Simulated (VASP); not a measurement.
# BiOs2 (Fd-3m) in VASP: a series of runs

The runs below take BiOs2 through single point, relaxation of cell and atoms, with PBE.

Everything below comes from runs of VASP 6.6.1. Logs are shortened: lines on timing, memory, paths and dates and some standing lists are left out, and cuts for length are marked.

## (1) The cell of the first run

Symmetry: Fd-3m, No. 227, cubic system. The conventional cell has a = 7.676 Å, b = 7.676 Å, c = 7.676 Å, α = 90.00°, β = 90.00°, γ = 90.00°. Within 4.2 Å of Bi (site symmetry -43m) lie 12 Os at 3.18 Å and 4 Bi at 3.32 Å. Os (site symmetry -3m) has 6 Os at 2.71 Å and 6 Bi at 3.18 Å within 3.6 Å.

## (2) Single point, PBE

INCAR

```
SYSTEM = BiOs2
ALGO     = Fast           ! electronic algorithm
EDIFF    = 1E-6           ! SCF threshold, eV
ENCUT    = 520            ! plane-wave cutoff, eV
GGA      = PE             ! functional
ISIF     = 2              ! what is computed and relaxed
ISMEAR   = 0              ! smearing method
LASPH    = .TRUE.         ! aspherical terms in the spheres
LCHARG   = .TRUE.         ! write CHGCAR
LELF     = .TRUE.         ! ELF
LREAL    = .FALSE.        ! projectors in reciprocal space
LVHAR    = .TRUE.       
LWAVE    = .FALSE.        ! write WAVECAR
NBANDS   = 40             ! bands
NELM     = 60             ! most SCF steps
PREC     = Accurate       ! precision mode
SIGMA    = 0.1            ! smearing width, eV
```

KPOINTS

```
k-points
0
G
  8 8 8
  0 0 0
```

POSCAR

```
BiOs2
1.0
    0.0000000000      3.8380013637      3.8380013637
    3.8380013637      0.0000000000      3.8380013637
    3.8380013637      3.8380013637      0.0000000000
Bi Os
2 4
Direct
    0.0000000000      0.0000000000      0.0000000000
    0.2500000000      0.2500000000      0.2500000000
    0.6250000000      0.6250000000      0.6250000000
    0.1250000000      0.6250000000      0.6250000000
    0.6250000000      0.6250000000      0.1250000000
    0.6250000000      0.1250000000      0.6250000000
```

Potentials or basis: VASP PAW PBE potentials, release 64 (Bi_d, Os).

Launch:

```bash
$ cat potpaw_PBE.64/Bi_d/POTCAR potpaw_PBE.64/Os/POTCAR > POTCAR
$ mpirun -np 1 vasp_std > vasp.out
```

OUTCAR:

```text
SYSTEM = BiOs2
   EDIFF = 1E-6
   ENCUT = 520
   GGA = PE
   ISIF = 2
   ISMEAR = 0
   LASPH = .TRUE.
   LREAL = .FALSE.
   NELM = 60
   PREC = Accurate

 ion  position               nearest neighbor table
   1  0.000  0.000  0.000-   3 3.18   4 3.18   5 3.18   6 3.18   4 3.18   5 3.18   3 3.18   4 3.18
                             6 3.18   5 3.18   6 3.18   3 3.18   2 3.32   2 3.32   2 3.32   2 3.32
   2  0.250  0.250  0.250-   4 3.18   5 3.18   6 3.18   3 3.18   4 3.18   6 3.18   3 3.18   4 3.18
                             5 3.18   3 3.18   5 3.18   6 3.18   1 3.32   1 3.32   1 3.32   1 3.32
   3  0.625  0.625  0.625-   4 2.71   5 2.71   6 2.71   5 2.71   6 2.71   4 2.71   1 3.18   2 3.18
                             1 3.18   2 3.18   1 3.18   2 3.18
   4  0.125  0.625  0.625-   3 2.71   5 2.71   6 2.71   3 2.71   5 2.71   6 2.71   1 3.18   2 3.18
                             2 3.18   1 3.18   2 3.18   1 3.18
   5  0.625  0.625  0.125-   3 2.71   3 2.71   4 2.71   6 2.71   6 2.71   4 2.71   1 3.18   2 3.18
                             1 3.18   2 3.18   1 3.18   2 3.18
   6  0.625  0.125  0.625-   3 2.71   5 2.71   3 2.71   4 2.71   5 2.71   4 2.71   1 3.18   2 3.18
                             1 3.18   2 3.18   1 3.18   2 3.18

  LATTYP: Found a face centered cubic cell.
 ALAT       =     7.6760027274

  Lattice vectors:

 A1 = (   0.0000000000,   3.8380013637,   3.8380013637)
 A2 = (   3.8380013637,   0.0000000000,   3.8380013637)
 A3 = (   3.8380013637,   3.8380013637,   0.0000000000)

Analysis of symmetry for initial positions (statically):
=====================================================================
 Subroutine PRICEL returns:
 Original cell was already a primitive cell.

 Routine SETGRP: Setting up the symmetry group for a
 face centered cubic supercell.

 Subroutine GETGRP returns: Found 48 space group operations
 (whereof 24 operations were pure point group operations)
 out of a pool of 48 trial point group operations.

The static configuration has the point symmetry T_d .
 The point group associated with its full space group is O_h .

Analysis of symmetry for dynamics (positions and initial velocities):
=====================================================================
 Subroutine PRICEL returns:
 Original cell was already a primitive cell.

 Routine SETGRP: Setting up the symmetry group for a
 face centered cubic supercell.

 Subroutine GETGRP returns: Found 48 space group operations
 (whereof 24 operations were pure point group operations)
 out of a pool of 48 trial point group operations.

The dynamic configuration has the point symmetry T_d .
 The point group associated with its full space group is O_h .

 Subroutine INISYM returns: Found 48 space group operations
 (whereof 24 operations are pure point group operations),
 and found     1 'primitive' translations

----------------------------------------------------------------------------------------

                                     Primitive cell

  volume of cell :     113.0695

  direct lattice vectors                    reciprocal lattice vectors
     0.000000000  3.838001364  3.838001364    -0.130276139  0.130276139  0.130276139
     3.838001364  0.000000000  3.838001364     0.130276139 -0.130276139  0.130276139
     3.838001364  3.838001364  0.000000000     0.130276139  0.130276139 -0.130276139

  length of vectors
     5.427753581  5.427753581  5.427753581     0.225644892  0.225644892  0.225644892

  position of ions in fractional coordinates (direct lattice)
     0.000000000  0.000000000  0.000000000
     0.250000000  0.250000000  0.250000000
     0.625000000  0.625000000  0.625000000
     0.125000000  0.625000000  0.625000000
     0.625000000  0.625000000  0.125000000
     0.625000000  0.125000000  0.625000000

  ion indices of the primitive-cell ions
   primitive index   ion index
                 1           1
                 2           2
                 3           3
                 4           4
                 5           5
                 6           6

----------------------------------------------------------------------------------------

 KPOINTS: k-points

Automatic generation of k-mesh.
 Grid dimensions read from file:
 generate k-points for:    8    8    8

 Generating k-lattice:

  Cartesian coordinates                     Fractional coordinates (reciprocal lattice)
    -0.016284517  0.016284517  0.016284517     0.125000000  0.000000000  0.000000000
     0.016284517 -0.016284517  0.016284517     0.000000000  0.125000000  0.000000000
     0.016284517  0.016284517 -0.016284517     0.000000000  0.000000000  0.125000000

  Length of vectors
     0.028205612  0.028205612  0.028205612

  Shift w.r.t. Gamma in fractional coordinates (k-lattice)
     0.000000000  0.000000000  0.000000000

 Subroutine IBZKPT returns following result:
 ===========================================

 Found     29 irreducible k-points:

 Following reciprocal coordinates:
            Coordinates               Weight
  0.000000  0.000000  0.000000      1.000000
  0.125000  0.000000  0.000000      8.000000
  0.250000  0.000000  0.000000      8.000000
  0.375000  0.000000  0.000000      8.000000
  0.500000  0.000000  0.000000      4.000000
  0.125000  0.125000  0.000000      6.000000
[... 16 lines left out ...]
  0.500000  0.250000  0.125000     48.000000
 -0.375000  0.250000  0.125000     24.000000
 [... further k-points ...]
   k-points           NKPTS =     29   k-points in BZ     NKDIM =     29   number of bands    NBANDS=     40
   number of dos      NEDOS =    301   number of ions     NIONS =      6
   total plane-waves  NPLWV =  64000
   dimension x,y,z NGX =    40 NGY =   40 NGZ =   40
   dimension x,y,z NGXF=    80 NGYF=   80 NGZF=   80
   ions per type =               2   4
   NGX,Y,Z   is equivalent  to a cutoff of  12.25, 12.25, 12.25 a.u.
   NGXF,Y,Z  is equivalent  to a cutoff of  24.50, 24.50, 24.50 a.u.
 SYSTEM =  BiOs2
   PREC   = accura    normal or accurate (medium, high low for compatibility)
   ISTART =      0    job   : 0-new  1-cont  2-samecut
   ICHARG =      2    charge: 1-file 2-atom 10-const
   ISPIN  =      1    spin polarized calculation?
   LNONCOLLINEAR =      F non collinear calculations
   LSORBIT =      F    spin-orbit coupling
   LASPH  =      T    aspherical Exc in radial PAW
   ENCUT  =  520.0 eV  38.22 Ry    6.18 a.u.  10.09 10.09 10.09*2*pi/ulx,y,z
   NELM   =     60;   NELMIN=  2; NELMDL= -5     # of ELM steps
   EDIFF  = 0.1E-05   stopping-criterion for ELM
   LREAL  =      F    real-space projection
   EDIFFG = 0.1E-04   stopping-criterion for IOM
   NSW    =      0    number of steps for IOM
   IBRION =     -1    ionic relax: 0-MD 1-quasi-New 2-CG
   NFREE  =      0    steps in history (QN), initial steepest desc. (CG)
   ISIF   =      2    stress and relaxation
   ISYM   =      2    0-nonsym 1-usesym 2-fastsym
   POTIM  = 0.5000    time-step for ionic-motion
   TEBEG  =    0.0;   TEEND  =   0.0 temperature during run
   PSTRESS=    0.0 pullay stress
   NELECT =      62.0000    total number of electrons
   NUPDOWN=      -1.0000    fix difference up-down
   EMIN   =  10.00;   EMAX   =-10.00  energy-range for DOS
   EFERMI =   0.00;   METHOD = LEGACY
   ISMEAR =     0;   SIGMA  =   0.10  broadening in eV -4-tet -1-fermi 0-gaus
   EFERMI_NEDOS =   21; number of points for ismear=-14 and -15
   IALGO  =     68    algorithm
   IMIX   =      4    mixing-type and parameters
     AMIX     =   0.40;   BMIX     =  1.00
     AMIX_MAG =   1.60;   BMIX_MAG =  1.00
  volume/ion in A,a.u.               =      18.84       127.17
  Fermi-wavevector in a.u.,A,eV,Ry     =   1.339955  2.532148 24.428987  1.795480
  Thomas-Fermi vector in A             =   2.468306
   LORBIT       =      0    0 simple, 1 ext, 2 COOP (PROOUT), +10 PAW based schemes
   GGA     = PE    functional components
   LHFCALC =     F    Hartree Fock is set to
   AEXX    =    0.0000 exact exchange contribution
   IVDW    =     0    specifies the selected vdW correction
   LEPSILON=     F    determine dielectric tensor
   LRPA    =     F    only Hartree local field effects (RPA)
 non-spin polarized calculation
 RMM-DIIS sequential band-by-band and
 Gauss-broadening in eV      SIGMA  =   0.10
  energy-cutoff  :      520.00
  volume of cell :      113.07
 maximum number of plane-waves:      3071
   NGX = 21   NGY = 21   NGZ = 21

 number of electron      61.9999988 magnetization

 Free energy of the ion-electron system (eV)
  ---------------------------------------------------
  ext. energy  EPLUGINS =         0.00000000
  ---------------------------------------------------
  free energy    TOTEN  =       -47.07238124 eV

  energy without entropy =      -47.01516493  energy(sigma->0) =      -47.04377308

 E-fermi :   9.0211     XC(G=0): -12.4917

 val. band max:        9.0171005691   @ k =   0.5000   0.3750   0.0000
 cond. band min:       9.0223207648   @ k =   0.0000   0.0000   0.0000
 fundamental gap:      0.0052201958
 Fermi energy:         9.0210788650

 k-point     1 :       0.0000    0.0000    0.0000
  band No.  band energies     occupation
      1     -14.0643      2.00000
      2     -14.0643      2.00000
      3     -14.0643      2.00000
      4     -14.0303      2.00000
      5     -14.0303      2.00000
      6     -13.9297      2.00000
[... 32 lines left out ...]
     39      11.8904      0.00000
     40      12.0658      0.00000

 k-point     2 :       0.1250    0.0000    0.0000
  band No.  band energies     occupation
      1     -14.0673      2.00000
      2     -14.0673      2.00000
      3     -14.0620      2.00000
      4     -14.0264      2.00000
      5     -14.0264      2.00000
      6     -13.9377      2.00000
[... 935 lines left out ...]
     39      12.8420      0.00000
     40      13.0861      0.00000

 k-point    24 :      -0.3750    0.2500    0.1250
  band No.  band energies     occupation
      1     -14.0873      2.00000
      2     -14.0806      2.00000
      3     -14.0359      2.00000
      4     -14.0058      2.00000
      5     -14.0000      2.00000
      6     -13.9727      2.00000
[... 32 lines left out ...]
     39      12.9660      0.00000
     40      12.9734      0.00000

 [... further k-points ...]

------------------------ aborting loop because EDIFF is reached ----------------------------------------

  FORCE on cell =-STRESS in cart. coord.  units (eV):
  Direction    XX          YY          ZZ          XY          YZ          ZX
  --------------------------------------------------------------------------------------
  -------------------------------------------------------------------------------------
  Total       -0.0781679     -0.0781679     -0.0781679      0.0000000     -0.0000000      0.0000000
  in kB       -1.1076267     -1.1076267     -1.1076267      0.0000000     -0.0000000      0.0000000
  external PRESSURE =      -1.1076267 kB  Pullay stress =       0.0000000 kB

 VOLUME and BASIS-vectors are now :
 -----------------------------------------------------------------------------
  energy-cutoff  :      520.00
  volume of cell :      113.07
      direct lattice vectors                 reciprocal lattice vectors
     0.000000000  3.838001364  3.838001364    -0.130276139  0.130276139  0.130276139
     3.838001364  0.000000000  3.838001364     0.130276139 -0.130276139  0.130276139
     3.838001364  3.838001364  0.000000000     0.130276139  0.130276139 -0.130276139

 POSITION                                       TOTAL-FORCE (eV/Angst)
 -----------------------------------------------------------------------------------
      0.00000      0.00000      0.00000        -0.000000     -0.000000     -0.000000
      1.91900      1.91900      1.91900        -0.000000      0.000000      0.000000
      4.79750      4.79750      4.79750         0.000000     -0.000000      0.000000
      4.79750      2.87850      2.87850         0.000000     -0.000000      0.000000
      2.87850      2.87850      4.79750         0.000000     -0.000000      0.000000
      2.87850      4.79750      2.87850         0.000000     -0.000000      0.000000
 -----------------------------------------------------------------------------------
    total drift:                               -0.000000     -0.000000      0.000000

  FREE ENERGIE OF THE ION-ELECTRON SYSTEM (eV)
  ---------------------------------------------------
  free  energy   TOTEN  =       -47.0723812393 eV

  energy  without entropy=      -47.0151649251  energy(sigma->0) =      -47.04377308
```

Run time: 72 s. Hardware: 1 thread of Intel Xeon 6975P-C (Granite Rapids), shared host; peak memory 0.3 GiB.

Results:

| Item | Value |
| --- | --- |
| Free energy | -47.0724 eV |
| Pressure | -0.1 GPa |
| Band gap on the k mesh | zero (bands 31 and 32 overlap by 0.80 eV) |

Levels at points of the mesh, in eV from the Fermi level:
```csv
k point,band 29,band 30,band 31,band 32,band 33,band 34
"(0.00, 0.00, 0.00)",0.00,0.00,0.00,0.31,0.31,1.51
"(0.50, 0.00, 0.00)",-0.16,-0.06,-0.06,0.18,0.18,0.36
"(0.50, 0.50, 0.00)",-1.02,-1.02,0.05,0.05,0.28,0.28
```

Caveat: spin-orbit coupling is left out, which moves the levels of the heavy elements.

## (3) Relaxation of cell and atoms, PBE

This run uses another cell than the first one, of 19.30 Å³/atom.

INCAR

```
  PREC = Accurate
  ENCUT = 600
  EDIFF = 1E-6
  ISMEAR = 0
  SIGMA = 0.1
  LREAL = F
  LASPH = T
  NELM = 100
  ALGO = Fast
  ISIF = 3
  LWAVE = F
  LCHARG = F
  GGA = PE
  IBRION = 2
  NSW = 100
  EDIFFG = -0.01
```

KPOINTS

```
regular mesh
0
Gamma
  8 8 8
```

POSCAR, as its differences from that of step 2:

```diff
@@ -2,5 +2,5 @@
 1.0
-    0.0000000000      3.8380013637      3.8380013637
-    3.8380013637      0.0000000000      3.8380013637
-    3.8380013637      3.8380013637      0.0000000000
+    0.0000000000      3.8683908263      3.8683908263
+    3.8683908263      0.0000000000      3.8683908263
+    3.8683908263      3.8683908263      0.0000000000
 Bi Os
```

Potentials or basis: VASP PAW PBE potentials, release 64 (Bi_d, Os).

Launch:

```bash
$ cat potpaw_PBE.64/Bi_d/POTCAR potpaw_PBE.64/Os/POTCAR > POTCAR
$ mpirun -np 1 vasp_std > vasp.out
```

OUTCAR:

```text
PREC = Accurate
   ENCUT = 600
   EDIFF = 1E-6
   ISMEAR = 0
   LREAL = F
   LASPH = T
   NELM = 100
   ISIF = 3
   GGA = PE
   IBRION = 2
   NSW = 100
   EDIFFG = -0.01

 ion  position               nearest neighbor table
   1  0.000  0.000  0.000-   3 3.21   5 3.21   6 3.21   3 3.21   4 3.21   5 3.21   3 3.21   4 3.21
                             6 3.21   4 3.21   5 3.21   6 3.21   2 3.35   2 3.35   2 3.35   2 3.35
   2  0.250  0.250  0.250-   4 3.21   5 3.21   6 3.21   3 3.21   4 3.21   6 3.21   3 3.21   4 3.21
                             5 3.21   3 3.21   5 3.21   6 3.21   1 3.35   1 3.35   1 3.35   1 3.35
   3  0.625  0.625  0.625-   4 2.74   5 2.74   6 2.74   5 2.74   6 2.74   4 2.74   1 3.21   2 3.21
                             1 3.21   2 3.21   1 3.21   2 3.21
   4  0.125  0.625  0.625-   3 2.74   5 2.74   6 2.74   3 2.74   5 2.74   6 2.74   2 3.21   1 3.21
                             1 3.21   2 3.21   2 3.21   1 3.21
   5  0.625  0.625  0.125-   3 2.74   3 2.74   4 2.74   6 2.74   6 2.74   4 2.74   1 3.21   2 3.21
                             1 3.21   2 3.21   1 3.21   2 3.21
   6  0.625  0.125  0.625-   3 2.74   5 2.74   3 2.74   4 2.74   5 2.74   4 2.74   2 3.21   1 3.21
                             2 3.21   2 3.21   1 3.21   1 3.21

  LATTYP: Found a face centered cubic cell.
 ALAT       =     7.7367816526

  Lattice vectors:

 A1 = (   0.0000000000,   3.8683908263,   3.8683908263)
 A2 = (   3.8683908263,   0.0000000000,   3.8683908263)
[... 197 lines left out ...]
  Total       -3.1626213     -3.1626213     -3.1626213      0.0000000      0.0000000      0.0000000
  in kB      -43.7659883    -43.7659883    -43.7659883      0.0000000      0.0000000      0.0000000
  external PRESSURE =     -43.7659883 kB  Pullay stress =       0.0000000 kB
[... 67 lines left out ...]
--------------------------------------- Ionic step        3  -------------------------------------------

 number of electron      62.0000001 magnetization

 Free energy of the ion-electron system (eV)
  ---------------------------------------------------
  ext. energy  EPLUGINS =         0.00000000
  ---------------------------------------------------
  free energy    TOTEN  =       -47.07538539 eV

  energy without entropy =      -47.01817061  energy(sigma->0) =      -47.04677800

 E-fermi :   9.0163     XC(G=0): -12.4898

 val. band max:        9.0124964773   @ k =   0.5000   0.3750   0.0000
 cond. band min:       9.0178427147   @ k =   0.0000   0.0000   0.0000
 fundamental gap:      0.0053462374
 Fermi energy:         9.0163470672

 k-point     1 :       0.0000    0.0000    0.0000
  band No.  band energies     occupation
      1     -14.0685      2.00000
      2     -14.0685      2.00000
      3     -14.0685      2.00000
      4     -14.0345      2.00000
      5     -14.0345      2.00000
      6     -13.9340      2.00000
[... 949 lines left out ...]
     36      10.3988      0.00000
     37      11.2710      0.00000

 [... further k-points ...]

------------------------ aborting loop because EDIFF is reached ----------------------------------------

  FORCE on cell =-STRESS in cart. coord.  units (eV):
  Direction    XX          YY          ZZ          XY          YZ          ZX
  --------------------------------------------------------------------------------------
  -------------------------------------------------------------------------------------
  Total       -0.0569412     -0.0569412     -0.0569412     -0.0000000      0.0000000      0.0000000
  in kB       -0.8065591     -0.8065591     -0.8065591     -0.0000000      0.0000000      0.0000000
  external PRESSURE =      -0.8065591 kB  Pullay stress =       0.0000000 kB
[... 21 lines left out ...]
  FREE ENERGIE OF THE ION-ELECTRON SYSTEM (eV)
  ---------------------------------------------------
  free  energy   TOTEN  =       -47.0753853919 eV

  energy  without entropy=      -47.0181706140  energy(sigma->0) =      -47.04677800

 reached required accuracy - stopping structural energy minimisation
```

Run time: 4.7 min. Hardware: 1 thread of Intel Xeon 6975P-C (Granite Rapids), shared host; peak memory 0.41 GiB.

Results:

| Quantity | Value |
| --- | --- |
| Free energy | -47.0754 eV |
| Relaxed volume | 18.85 Å³/atom |
| Relaxed cell | a = 5.428 Å, b = 5.428 Å, c = 5.428 Å, α = 60.00°, β = 60.00°, γ = 60.00° |
| Space group after relaxing (to 0.1 Å) | Fd-3m (No. 227) |
| Energy gained by relaxing | 6.3 meV/atom |
| Ionic steps | 3 |
| Pressure after relaxing | -0.1 GPa |
| Band gap on the k mesh | zero (bands 31 and 32 overlap by 0.80 eV) |

The path:
```tsv
step	energy change (eV)	largest force (eV/Å)	pressure (GPa)	volume (Å³)
1	0.0000	0.0000	-4.38	115.78
2	0.1667	0.0000	11.68	107.17
3	-0.0379	0.0000	-0.08	113.11
```

Final structure:
```
Bi Os
1.0
     0.00000    3.83846    3.83846
     3.83846    0.00000    3.83846
     3.83846    3.83846    0.00000
Bi Os
2 4
Cartesian
  0.0000 0.0000 0.0000
  1.9192 1.9192 1.9192
  4.7981 4.7981 4.7981
  4.7981 2.8788 2.8788
  2.8788 2.8788 4.7981
  2.8788 4.7981 2.8788
```

Levels at points of the mesh, in eV from the Fermi level:
| k point | band 27 | band 28 | band 29 | band 30 | band 31 | band 32 | band 33 | band 34 | band 35 | band 36 |
| --- | --- | --- | --- | --- | --- | --- | --- | --- | --- | --- |
| (0.00, 0.00, 0.00) | -0.07 | -0.07 | 0.00 | 0.00 | 0.00 | 0.31 | 0.31 | 1.51 | 2.34 | 2.34 |
| (0.50, 0.00, 0.00) | -1.94 | -0.79 | -0.16 | -0.06 | -0.06 | 0.18 | 0.18 | 0.36 | 0.36 | 1.11 |
| (0.50, 0.50, 0.00) | -1.63 | -1.63 | -1.02 | -1.02 | 0.05 | 0.05 | 0.28 | 0.28 | 1.75 | 1.77 |

Caveat: spin-orbit coupling is left out, which moves the levels of the heavy elements.
